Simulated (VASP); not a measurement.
# Ir (Fm-3m) in VASP: single point with PBEsol+D4

Aim: the single point of Ir with PBEsol+D4.

Everything below comes from runs of VASP 6.6.1. Logs are shortened: lines on timing, memory, paths and dates and some standing lists are left out, and cuts for length are marked.

## Step 1: The cell of the first run

Symmetry: Fm-3m, No. 225, cubic system. The conventional cell has a = 3.812 Å, b = 3.812 Å, c = 3.812 Å, α = 90.00°, β = 90.00°, γ = 90.00°. Within 3.6 Å of Ir (site symmetry m-3m) lie 12 Ir at 2.70 Å.

## Step 2: Single point, PBEsol+D4

Contents of INCAR:

```
SYSTEM = Ir
ALGO     = Normal         ! electronic algorithm
EDIFF    = 1E-6           ! SCF threshold, eV
ENCUT    = 500            ! plane-wave cutoff, eV
GGA      = PS             ! functional
GGA_COMPAT= .FALSE.      
ISIF     = 2              ! what is computed and relaxed
ISMEAR   = 0              ! smearing method
IVDW     = 13             ! dispersion correction
LASPH    = .TRUE.         ! aspherical terms in the spheres
LCHARG   = .FALSE.        ! write CHGCAR
LREAL    = .FALSE.        ! projectors in reciprocal space
LWAVE    = .FALSE.        ! write WAVECAR
NBANDS   = 10             ! bands
NELM     = 120            ! most SCF steps
PREC     = Accurate       ! precision mode
SIGMA    = 0.1            ! smearing width, eV
```

Contents of KPOINTS:

```
k-points
0
G
  18 18 18
  0 0 0
```

Contents of POSCAR:

```
Ir
1.0
    0.0000000000      1.9061644622      1.9061644622
    1.9061644622      0.0000000000      1.9061644622
    1.9061644622      1.9061644622      0.0000000000
Ir
1
Direct
    0.0000000000      0.0000000000      0.0000000000
```

Potentials or basis: VASP PAW PBE potentials, release 64 (Ir).

The run is started by

```bash
$ cat potpaw_PBE.64/Ir/POTCAR > POTCAR
$ mpirun -np 1 vasp_std > vasp.out
```

OUTCAR:

```text
SYSTEM = Ir
   EDIFF = 1E-6
   ENCUT = 500
   GGA = PS
   ISIF = 2
   ISMEAR = 0
   IVDW = 13
   LASPH = .TRUE.
   LREAL = .FALSE.
   NELM = 120
   PREC = Accurate

 ion  position               nearest neighbor table
   1  0.000  0.000  0.000-

  LATTYP: Found a face centered cubic cell.
 ALAT       =     3.8123289244

  Lattice vectors:

 A1 = (   0.0000000000,   1.9061644622,   1.9061644622)
 A2 = (   1.9061644622,   0.0000000000,   1.9061644622)
 A3 = (   1.9061644622,   1.9061644622,   0.0000000000)

Analysis of symmetry for initial positions (statically):
=====================================================================
 Subroutine PRICEL returns:
 Original cell was already a primitive cell.

 Routine SETGRP: Setting up the symmetry group for a
 face centered cubic supercell.

 Subroutine GETGRP returns: Found 48 space group operations
 (whereof 48 operations were pure point group operations)
 out of a pool of 48 trial point group operations.

The static configuration has the point symmetry O_h .

Analysis of symmetry for dynamics (positions and initial velocities):
=====================================================================
 Subroutine PRICEL returns:
 Original cell was already a primitive cell.

 Routine SETGRP: Setting up the symmetry group for a
 face centered cubic supercell.

 Subroutine GETGRP returns: Found 48 space group operations
 (whereof 48 operations were pure point group operations)
 out of a pool of 48 trial point group operations.

The dynamic configuration has the point symmetry O_h .

 Subroutine INISYM returns: Found 48 space group operations
 (whereof 48 operations are pure point group operations),
 and found     1 'primitive' translations

----------------------------------------------------------------------------------------

                                     Primitive cell

  volume of cell :      13.8520

  direct lattice vectors                    reciprocal lattice vectors
     0.000000000  1.906164462  1.906164462    -0.262306852  0.262306852  0.262306852
     1.906164462  0.000000000  1.906164462     0.262306852 -0.262306852  0.262306852
     1.906164462  1.906164462  0.000000000     0.262306852  0.262306852 -0.262306852

  length of vectors
     2.695723635  2.695723635  2.695723635     0.454328795  0.454328795  0.454328795

  position of ions in fractional coordinates (direct lattice)
     0.000000000  0.000000000  0.000000000

  ion indices of the primitive-cell ions
   primitive index   ion index
                 1           1

----------------------------------------------------------------------------------------

 KPOINTS: k-points

Automatic generation of k-mesh.
[... 77 lines left out ...]
   NELECT =       9.0000    total number of electrons
   NUPDOWN=      -1.0000    fix difference up-down
   EMIN   =  10.00;   EMAX   =-10.00  energy-range for DOS
   EFERMI =   0.00;   METHOD = LEGACY
   ISMEAR =     0;   SIGMA  =   0.10  broadening in eV -4-tet -1-fermi 0-gaus
   EFERMI_NEDOS =   21; number of points for ismear=-14 and -15
   IALGO  =     38    algorithm
   IMIX   =      4    mixing-type and parameters
     AMIX     =   0.40;   BMIX     =  1.00
     AMIX_MAG =   1.60;   BMIX_MAG =  1.00
  volume/ion in A,a.u.               =      13.85        93.48
  Fermi-wavevector in a.u.,A,eV,Ry     =   1.417921  2.679482 27.354504  2.010499
  Thomas-Fermi vector in A             =   2.539100
   LORBIT       =      0    0 simple, 1 ext, 2 COOP (PROOUT), +10 PAW based schemes
   GGA     = PS    functional components
   LHFCALC =     F    Hartree Fock is set to
   AEXX    =    0.0000 exact exchange contribution
   IVDW    =    13    specifies the selected vdW correction
   LEPSILON=     F    determine dielectric tensor
   LRPA    =     F    only Hartree local field effects (RPA)
 non-spin polarized calculation
 Gauss-broadening in eV      SIGMA  =   0.10
  energy-cutoff  :      500.00
  volume of cell :       13.85
 maximum number of plane-waves:       366
   NGX =  9   NGY =  9   NGZ =  9

 number of electron       9.0000001 magnetization

 Free energy of the ion-electron system (eV)
  ---------------------------------------------------
  ext. energy  EPLUGINS =         0.00000000
  ---------------------------------------------------
  free energy    TOTEN  =        -9.81846014 eV

  energy without entropy =       -9.81356848  energy(sigma->0) =       -9.81601431

 E-fermi :  10.6570     XC(G=0): -14.2256

 val. band max:       10.6487952218   @ k =   0.5000   0.2222   0.1111
 cond. band min:      10.6678068057   @ k =   0.3333   0.1111   0.0556
 fundamental gap:      0.0190115839
 Fermi energy:        10.6570241739

 k-point     1 :       0.0000    0.0000    0.0000
  band No.  band energies     occupation
      1      -0.8041      2.00000
      2       6.5861      2.00000
      3       6.5861      2.00000
      4       6.5861      2.00000
      5       9.3944      2.00000
      6       9.3944      2.00000
      7      24.8916      0.00000
      8      30.5925      0.00000
      9      30.5925      0.00000
     10      30.5925      0.00000
[... 287 lines left out ...]
 k-point    24 :      -0.2222    0.0556    0.0000
  band No.  band energies     occupation
      1       1.4541      2.00000
      2       5.8942      2.00000
      3       7.0597      2.00000
      4       7.1552      2.00000
      5       9.0824      2.00000
      6       9.9779      2.00000
      7      24.8355      0.00000
      8      27.6898      0.00000
      9      32.8864      0.00000
     10      34.1140      0.00000

 [... further k-points ...]

------------------------ aborting loop because EDIFF is reached ----------------------------------------

  DFT-D4 for vdW energy calculation

  Edisp (eV):   -0.54892

  FORCE on cell =-STRESS in cart. coord.  units (eV):
  Direction    XX          YY          ZZ          XY          YZ          ZX
  --------------------------------------------------------------------------------------
  -------------------------------------------------------------------------------------
  Total       0.09792     0.09792     0.09792    -0.00000     0.00000    -0.00000
  in kB      11.32584    11.32584    11.32584    -0.00000     0.00000    -0.00000
  external pressure =       11.33 kB  Pullay stress =        0.00 kB

 VOLUME and BASIS-vectors are now :
 -----------------------------------------------------------------------------
  energy-cutoff  :      500.00
  volume of cell :       13.85
      direct lattice vectors                 reciprocal lattice vectors
     0.000000000  1.906164462  1.906164462    -0.262306852  0.262306852  0.262306852
     1.906164462  0.000000000  1.906164462     0.262306852 -0.262306852  0.262306852
     1.906164462  1.906164462  0.000000000     0.262306852  0.262306852 -0.262306852

 POSITION                                       TOTAL-FORCE (eV/Angst)
 -----------------------------------------------------------------------------------
      0.00000      0.00000      0.00000        -0.000000      0.000000     -0.000000
 -----------------------------------------------------------------------------------
    total drift:                               -0.000000     -0.000000     -0.000000

  FREE ENERGIE OF THE ION-ELECTRON SYSTEM (eV)
  ---------------------------------------------------
  free  energy   TOTEN  =       -10.3673843252 eV

  energy  without entropy=      -10.3624926667  energy(sigma->0) =      -10.36493850
```

It took 25 s on 1 thread of AMD EPYC 7R43 (Zen 3), shared host; peak memory 0.11 GiB.

Results:

```
Free energy                : -10.3674 eV
Pressure                   : 1.1 GPa
Dispersion energy per atom : -0.549 eV
```

Levels at points of the mesh, in eV from the Fermi level:
```
           k point  band 2  band 3  band 4  band 5  band 6  band 7
(0.00, 0.00, 0.00)   -4.07   -4.07   -4.07   -1.26   -1.26   14.23
(0.50, 0.00, 0.00)   -4.18   -4.18   -0.91    0.90    0.90    7.41
(0.50, 0.50, 0.00)   -7.64    0.88    1.50    1.50    1.60   10.72
```

Caveat: the PAW data sets were made with another functional, which shifts forces and pressure a little; spin-orbit coupling is left out, which moves the levels of the heavy elements; pairwise dispersion overbinds metals, which lowers pressure and volume.
